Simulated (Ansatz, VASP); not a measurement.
**Two plane-wave programs on GaN**

```
Ga N
1.0
     3.21627    0.00000    0.00000
     0.00000    4.54849    0.00000
     0.00000    0.00000   20.82440
Ga N
4 4
Direct
  0.00000 0.83885 0.39479
  0.50000 0.38291 0.45783
  0.00000 0.88291 0.54217
  0.50000 0.33885 0.60521
  0.50000 0.63899 0.38265
  0.00000 0.13925 0.46099
  0.50000 0.63925 0.53901
  0.00000 0.13899 0.61735
```

Alike in both runs: functional PBE; k mesh 8 × 6 × 1; occupations fermi-dirac, width 0.02 eV; no spin polarisation.

Ansatz relaxed the structure, and its values are those at the end. VASP's run is a single point on that final structure, the one shown.

```csv
,VASP,Ansatz
version,VASP 6.6.1,Ansatz 0.2.0
potentials or method,"VASP PAW PBE potentials, release 64 (Ga_d, N)","PAW with Ansatz's default frozen-core files, scalar-relativistic"
plane-wave cutoff (eV),520,420
valence electrons in the cell,72,72
```

|  | VASP | Ansatz | Ansatz less VASP |
| --- | --- | --- | --- |
| gap on the k mesh at the Fermi level (eV) | 1.53 | 1.53 | +0.003 |
| rms of the force components (eV/Å) | 0.010 | 0.001 | -0.0089 |

Ansatz's warnings: stress scf threshold loose, xc potential rough in thin density.
